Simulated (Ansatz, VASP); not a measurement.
## In: VASP beside Ansatz

Contents of INCAR:

```
ALGO     = Normal         # electronic algorithm
EDIFF    = 1E-7           # SCF threshold, eV
ENCUT    = 520            # plane-wave cutoff, eV
GGA      = PS             # functional
ISIF     = 2              # what is computed and relaxed
ISMEAR   = -1             # smearing method
LASPH    = True           # aspherical terms in the spheres
LCHARG   = False          # write CHGCAR
LREAL    = False          # projectors in reciprocal space
LWAVE    = False          # write WAVECAR
NBANDS   = 20             # bands
NELM     = 100            # most SCF steps
PREC     = Accurate       # precision mode
SIGMA    = 0.1            # smearing width, eV
```

KPOINTS

```
k-points
0
Gamma
  13 13 12
```

The input POSCAR:

```
In
1.0
   -3.8478625909      3.8218635285      1.5772157236
    3.8218635285     -3.8478625909      1.5772157236
    2.1303547008      2.1303547008     -1.6248330540
In
2
Direct
    0.9993221845      0.0006778155      1.0000000000
    0.7506778155      0.2493221845      0.5000000000
```

Input for Ansatz:

```yaml
crystal:
  lattice:
    - [-3.8478625909, 3.8218635285, 1.5772157236]
    - [3.8218635285, -3.8478625909, 1.5772157236]
    - [2.1303547008, 2.1303547008, -1.624833054]
  atoms:
    - { symbol: In, position: [0.9993221845, 0.0006778155, 1.0] }
    - { symbol: In, position: [0.7506778155, 0.2493221845, 0.5] }
hamiltonian:
  xc: pbesol
  pseudopotentials:
    kind: paw
    azcp:
      In: "pseudopotentials/In.paw.azcp"
basis:
  ecutwfc: 420
  fft_grid_basis: typed
kpoints:
  mp_grid: { grid: [13, 13, 12], shift: [0, 0, 0] }
magnetization:
  spin_polarized: false
scf:
  occupations: { method: fermi_dirac, width: 0.1 }
  lower_state_search: "off"
output:
  stress: true
  write_density: true
  write_potential: true
  elf: true
  volumetric_format: npy
```

Alike in both runs: task single point; functional PBEsol; k mesh 13 × 13 × 12; occupations fermi-dirac, width 0.1 eV; no spin polarisation.

```csv
,VASP,Ansatz
version,VASP 6.6.1,Ansatz 0.2.0
potentials or method,"VASP PAW PBE potentials, release 64 (In_d), cutoff 520 eV","plane waves (420 eV) with PAW, scalar-relativistic"
valence electrons in the cell,26,26
```

|  | VASP | Ansatz | Ansatz less VASP |
| --- | --- | --- | --- |
| pressure (GPa) | 0.0 | 0.0 | +0.03 |
| traceless stress, the component that is largest in VASP (GPa) | -0.40 | -0.40 | +0.002 |

VASP's potentials were made for PBE, not for PBEsol, and Ansatz warns of the same on its side. The functional is the same, so the differences come from potentials, cutoffs and numerics.
